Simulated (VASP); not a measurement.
W, 1 atom in the cell. Symmetry: Fm-3m, No. 225, cubic system. The conventional cell has a = 4.113 Å, b = 4.113 Å, c = 4.113 Å, α = 90.00°, β = 90.00°, γ = 90.00°. W (site symmetry m-3m) has 12 W at 2.91 Å within 3.8 Å. This isn't the form of W at room conditions, which is bcc.

* Program: VASP 6.6.1
* Task: single point
* Functional: HSE06
* Potentials or basis: VASP PAW PBE potentials, release 64 (W_sv)
* Cutoff: 520 eV
* k mesh: 6 × 6 × 6
* Occupations: fermi-dirac, width 0.05 eV
* Spin: no spin polarisation
* Dipole correction: no
* Grid for exact exchange (PRECFOCK): Normal
* Further INCAR settings: ALGO = Normal; EDIFF = 1e-07; NBANDS = 13
* Share of exact exchange: 0.25
* Screening parameter: 0.2079 1/Å

Potentials or basis: VASP PAW PBE potentials, release 64 (W_sv).

Command:

```bash
$ cat potpaw_PBE.64/W_sv/POTCAR > POTCAR
$ cp INCAR.step1 INCAR
$ mpirun -np 1 vasp_std > vasp.out
$ cp INCAR.step2 INCAR
$ mpirun -np 1 vasp_std > vasp.out
```

Hardware: 1 thread of AMD EPYC 7R13, with other jobs on the host.

Problem. How long does it take, and how much memory?

Solution. Wall time 31 min on 1 thread of AMD EPYC 7R13 (shared host), peak memory 0.23 GiB. Counts: k points 16.
